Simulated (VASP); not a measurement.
## PtS2: single point with PBE

The system is PtS2.

```
CELL_PARAMETERS angstrom
3.54320 0.00000 0.00000
-1.77160 3.06850 0.00000
0.00000 0.00000 5.03880
ATOMIC_POSITIONS crystal
Pt 0.00000 0.00000 0.00000
S 0.28882 0.63408 0.25000
S 0.66667 0.33333 0.75000
```

This cell differs from its parent crystal: atom 2 (S) moved by (-0.100, -0.100) A along x and y.

- Program: VASP 6.6.1
- Task: single point
- Functional: PBE
- Potentials or basis: VASP PAW PBE potentials, release 64 (Pt, S)
- Cutoff: 520 eV
- k mesh: 12 × 12 × 8
- Occupations: gaussian, width 0.05 eV
- Spin: no spin polarisation
- Dipole correction: no
- Further INCAR settings: ALGO = Normal; EDIFF = 1e-06; NBANDS = 18

```yaml
Pressure: 2.7 GPa
Largest_force: 1.149 eV/Å
Band_gap_on_the_k_mesh: 0.43 eV (least direct gap 0.62 eV)
```

Forces on the atoms (eV/Å):
```
Pt  -0.668 -0.809 -0.163
S    0.720  0.878 -0.173
S   -0.052 -0.068  0.336
```

Stress tensor (GPa, compression positive):
```
 1.97 -1.26  2.45
-1.26  5.09  3.09
 2.45  3.09  0.97
```

Levels at points of the mesh, in eV from the valence-band top:
```tsv
k point	band 7	band 8	band 9	band 10	band 11	band 12	band 13	band 14	band 15	band 16
(0.00, 0.00, 0.00)	-3.78	-2.25	-1.24	-0.88	0.00	1.57	2.00	4.56	5.28	7.83
(0.50, 0.00, 0.00)	-3.30	-3.21	-3.03	-2.89	-2.48	1.04	2.60	5.56	6.48	8.01
(0.00, 0.50, 0.00)	-3.65	-3.22	-3.11	-3.02	-2.46	1.47	2.26	5.27	6.29	7.72
(0.50, 0.50, 0.00)	-3.58	-3.21	-3.10	-2.99	-2.44	1.36	2.30	5.38	6.33	7.84
(0.00, 0.00, 0.50)	-3.81	-2.85	-1.46	-1.38	-1.19	2.28	2.57	5.55	6.98	7.69
(0.50, 0.00, 0.50)	-3.18	-3.06	-2.69	-2.60	-1.29	1.56	2.12	4.72	5.11	7.31
(0.00, 0.50, 0.50)	-3.38	-3.13	-2.86	-2.51	-1.58	1.24	2.09	5.14	5.40	7.48
(0.50, 0.50, 0.50)	-3.35	-3.13	-2.86	-2.45	-1.48	1.27	2.12	5.02	5.32	7.41
```

Run time: 3.1 min on 1 thread of Intel(R) Xeon(R) 6975P-C (Granite Rapids), with other jobs on the host, peak memory 0.61 GiB.

Caveat: the cell differs from its parent crystal (atom 2 (S) moved by (-0.100, -0.100) A along x and y); spin-orbit coupling is left out, which moves the levels of the heavy elements; forces of over 1 eV/Å act on the atoms, so gaps and moduli don't describe the material at rest. A k mesh can miss the band edges.
